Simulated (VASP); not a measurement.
Set up this calculation in VASP 6.6.1, as the native input.

| Property | Result |
| --- | --- |
| Task | single point |
| Functional | LDA |
| Potentials or basis | VASP PAW LDA potentials, release 64 (Sr_sv, O) |
| Cutoff | 520 eV |
| k mesh | 9 × 9 × 4 |
| Occupations | gaussian, width 0.05 eV |
| Spin | no spin polarisation |
| Dipole correction | no |
| Further INCAR settings | ALGO = Normal; EDIFF = 1e-07; NBANDS = 24 |

The structure of SrO lies in POSCAR:

```
SrO
1.0
    3.3437721139      0.0000000000      0.0000000000
   -1.6718860569      2.8957915951      0.0000000000
    0.0000000000      0.0000000000      7.0208484572
Sr O
2 2
Direct
    0.3333333333      0.6666666667      0.2500000000
    0.6666666667      0.3333333333      0.7500000000
    0.0000000000      0.0000000000      0.0000000000
    0.0000000000      0.0000000000      0.5000000000
```

This cell differs from its parent crystal: ratio of the length along z to the lengths across it x 1.2, volume and fractional coordinates fixed.

The input as run:

INCAR

```
SYSTEM = SrO
ALGO = Normal ; EDIFF = 1E-7
ENCUT = 520 ; ISIF = 2
ISMEAR = 0 ; LASPH = .True.
LCHARG = .False. ; LREAL = .False.
LWAVE = .False. ; NBANDS = 24
NELM = 60 ; PREC = Accurate
SIGMA = 0.05
```

KPOINTS

```
k-points
0
Gamma
  9 9 4
  0 0 0
```

Potentials or basis: VASP PAW LDA potentials, release 64 (Sr_sv, O).

Run with:

```bash
$ cat potpaw_LDA.64/Sr_sv/POTCAR potpaw_LDA.64/O/POTCAR > POTCAR
$ mpirun -np 1 vasp_std > vasp.out
```

Results of the run:

```
Pressure               : -7.2 GPa
Band gap on the k mesh : 2.33 eV, indirect (least direct gap 2.37 eV)
```

It took 2.4 min on 1 thread of AMD EPYC 7571 (shared host), peak memory 0.16 GiB.
